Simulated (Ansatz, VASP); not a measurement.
# Two plane-wave programs on Fe3SnSb

```
CELL_PARAMETERS angstrom
4.23819 0.00000 0.00000
-2.11909 3.67038 0.00000
0.00000 0.00000 5.43541
ATOMIC_POSITIONS crystal
Sb 0.33333 0.66667 0.82047
Sn 0.00000 0.00000 0.17868
Fe 0.66667 0.33333 0.49756
Fe 0.33333 0.66667 0.34187
Fe 0.00000 0.00000 0.66141
```

Alike in both runs: task single point; functional PBE; k mesh 7 × 7 × 5; occupations fermi-dirac, width 0.05 eV; collinear spin.

|  | VASP | Ansatz |
| --- | --- | --- |
| version | VASP 6.6.1 | Ansatz 0.2.0 |
| potentials or method | VASP PAW PBE potentials, release 64 (Sb, Sn_d, Fe) | Ansatz PAW |
| plane-wave cutoff (eV) | 520 | 420 |
| valence electrons in the cell | 43 | 77 |

VASP gave:

- gap on the k mesh at the Fermi level (eV): none
- pressure (GPa): -1.5
- traceless stress, the component that is largest in VASP (GPa): 0.46
- rms of the force components (eV/Å): 0.028
- net moment per atom (μB): 1.20
- size of the moment on the site where the two differ most (μB): 0.09

Problem. What did Ansatz give for the same quantities?

Solution. gap on the k mesh at the Fermi level (eV): none; pressure (GPa): -1.4; traceless stress, the component that is largest in VASP (GPa): 0.57; rms of the force components (eV/Å): 0.022; net moment per atom (μB): 1.19; size of the moment on the site where the two differ most (μB): 0.05.

Site moments also hang on the region over which each program counts them. Atom by atom the forces differ by 0.008 eV/Å (rms over components). A gap of «none» marks a metal or a gap that the smearing closes. VASP's potentials hold 43 valence electrons a cell and Ansatz's 77, so a difference there can come from the potentials and not from the codes.

Spin-orbit coupling is off throughout.
